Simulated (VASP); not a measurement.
Runs of VASP 6.6.1 on Pt. The structure is that of space group Fm-3m (No. 225), or close to it. The cells are those of the table. 

```tsv
task	cell	k mesh	cutoff (eV)	smearing	gap on the mesh (eV)	pressure (GPa)	relaxed volume (Å³/atom)
single point	a = 2.756 Å, angles 60.0°, 1 atom	18 × 18 × 18	520	fermi-dirac 0.15 eV	none	0.8	-
single point	a = 2.753 Å, angles 60.0°, 1 atom	16 × 16 × 16	520	gaussian 0.1 eV	none	0.8	-
relaxation of cell and atoms	relaxed from a = 2.788 Å, angles 60.0°, 1 atom	8 × 8 × 8	600	gaussian 0.1 eV	none	-0.1	14.77
relaxation of cell and atoms	relaxed from a = 2.752 Å, angles 60.0°, 1 atom	16 × 16 × 16	600	gaussian 0.1 eV	none	0.0	14.80
relaxation of cell and atoms	relaxed from a = 2.753 Å, angles 60.0°, 1 atom	18 × 18 × 18	600	fermi-dirac 0.15 eV	none	0.0	(a)
```

Alike in all rows: level LDA; potentials or basis VASP PAW LDA potentials, release 64 (Pt); no spin polarisation.

Task: Fill in the values left out.

Result: (a) 14.84.

Caveats: spin-orbit coupling is left out, which moves the levels of the heavy elements.

A k mesh can miss the band edges, and the runs leave out spin-orbit coupling on Pt.

A gap of «none» marks levels without a gap at the run's occupations.
